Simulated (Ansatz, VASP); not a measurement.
**Ni3Se: VASP beside Ansatz**

```
Se Ni
1.0
     5.15255    0.00000    0.00000
    -2.57628    4.46224    0.00000
     0.00000    0.00000    4.18344
Se Ni
2 6
Direct
  0.33333 0.66667 0.75000
  0.66667 0.33333 0.25000
  0.16410 0.32819 0.25000
  0.16410 0.83590 0.25000
  0.67181 0.83590 0.25000
  0.83590 0.67181 0.75000
  0.83590 0.16410 0.75000
  0.32819 0.16410 0.75000
```

Alike in both runs: task single point; functional PBE; k mesh 6 × 6 × 7; occupations fermi-dirac, width 0.05 eV; collinear spin, ferromagnetic start.

```csv
,VASP,Ansatz
version,VASP 6.6.1,Ansatz 0.2.0
potentials or method,"VASP PAW PBE potentials, release 64 (Se, Ni)",Ansatz PAW
plane-wave cutoff (eV),520,420
valence electrons in the cell,72,140
```

```csv
,VASP,Ansatz,Ansatz less VASP
gap on the k mesh at the Fermi level (eV),none,none,-
pressure (GPa),2.4,2.4,-0.02
"traceless stress, the component that is largest in VASP (GPa)",0.14,0.19,+0.048
rms of the force components (eV/Å),0.023,0.027,+0.0035
net moment per atom (μB),0.16,0.18,+0.022
size of the moment on the site where the two differ most (μB),0.21,0.25,+0.034
```

Site moments also hang on the region over which each program counts them. Atom by atom the forces differ by 0.004 eV/Å (rms over components). A gap of «none» marks a metal or a gap that the smearing closes. VASP's potentials hold 72 valence electrons a cell and Ansatz's 140, so a difference there can come from the potentials and not from the codes.
